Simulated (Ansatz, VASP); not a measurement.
# GaN: VASP beside Ansatz

```
CELL_PARAMETERS angstrom
0.00000 2.25350 2.25350
2.25350 0.00000 2.25350
2.25350 2.25350 0.00000
ATOMIC_POSITIONS crystal
Ga 0.00000 0.00000 0.00000
N 0.25000 0.25000 0.25000
```

Alike in both runs: task single point; functional PBE; k mesh 4 × 4 × 4; occupations fermi-dirac, width 0.04 eV; no spin polarisation.

```csv
,VASP,Ansatz
version,VASP 6.6.1,Ansatz 0.2.0
potentials or method,"VASP PAW PBE potentials, release 64 (Ga_d, N), cutoff 520 eV","all-electron LAPW, scalar-relativistic"
```

```tsv
	VASP	Ansatz	Ansatz less VASP
gap on the k mesh at the Fermi level (eV)	1.70	1.71	+0.010
least direct gap on the mesh (eV)	1.70	1.71	+0.010
pressure (GPa)	5.0	4.9	-0.15
```

Ansatz ran all-electron here, and VASP with PAW potentials.

The k mesh is coarse, so the values compare programs but aren't converged.
